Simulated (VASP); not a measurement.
Wanted: the native input for a VASP 6.6.1 run.

| Item | Value |
| --- | --- |
| Task | density of states |
| Functional | LDA |
| Potentials or basis | VASP PAW LDA potentials, release 64 (Sn_d, Se) |
| Cutoff | 520 eV |
| k mesh | 14 × 14 × 14 |
| Occupations | fermi-dirac, width 0.05 eV |
| Spin | no spin polarisation |
| Dipole correction | no |
| k mesh for the DOS | 21 × 21 × 21 |
| Occupations for the DOS | tetrahedron |
| Further INCAR settings | ALGO = Normal; EDIFF = 1e-06 |

SnSe (rocksalt type):

```
Sn Se
1.0
     0.00000    2.64272    2.64272
     2.64272    0.00000    2.64272
     2.64272    2.64272    0.00000
Sn Se
1 1
Cartesian
  0.0000 0.0000 0.0000
  2.6427 2.6427 2.6427
```

This cell differs from its parent crystal: volume scaled by 0.72.

These files were run (other wordings do the same):

POSCAR

```
SnSe
1.0
    0.0000000000      2.6427176763      2.6427176763
    2.6427176763      0.0000000000      2.6427176763
    2.6427176763      2.6427176763      0.0000000000
Sn Se
1 1
Direct
    0.0000000000      0.0000000000      0.0000000000
    0.5000000000      0.5000000000      0.5000000000
```

INCAR.step1

```
SYSTEM = SnSe
  PREC = Accurate
  ENCUT = 520
  EDIFF = 1E-6
  ISMEAR = -1
  SIGMA = 0.05
  LREAL = .FALSE.
  LASPH = .TRUE.
  NELM = 80
  ALGO = Normal
  ISIF = 2
  LWAVE = .FALSE.
  LCHARG = .TRUE.
  GGA = CA
  NBANDS = 17
```

KPOINTS.step1

```
regular mesh
0
G
  14 14 14
  0 0 0
```

INCAR.step2

```
SYSTEM = SnSe
  PREC = Accurate
  ENCUT = 520
  EDIFF = 1E-6
  ISMEAR = -5
  SIGMA = 0.05
  LREAL = .FALSE.
  LASPH = .TRUE.
  NELM = 80
  ALGO = Normal
  ISIF = 2
  LWAVE = .FALSE.
  LCHARG = .FALSE.
  GGA = CA
  LORBIT = 11
  NEDOS = 1001
  ICHARG = 11
```

KPOINTS.step2

```
regular mesh
0
G
  21 21 21
  0 0 0
```

Potentials or basis: VASP PAW LDA potentials, release 64 (Sn_d, Se).

Run with:

```sh
$ cat potpaw_LDA.64/Sn_d/POTCAR potpaw_LDA.64/Se/POTCAR > POTCAR
$ cp INCAR.step1 INCAR
$ cp KPOINTS.step1 KPOINTS
$ mpirun -np 1 vasp_std > vasp.out
$ cp INCAR.step2 INCAR
$ cp KPOINTS.step2 KPOINTS
$ mpirun -np 1 vasp_std > vasp.out
```

It gave:

```json
{"Valence electrons inside the program's atomic spheres": "Sn 12.55; Se 4.02"}
```

Caveat: spin-orbit coupling is left out, which moves the levels of the heavy elements.

Run time: 53 s on 1 thread of Intel(R) Xeon(R) 6975P-C (Granite Rapids) (shared host), peak memory 0.27 GiB.
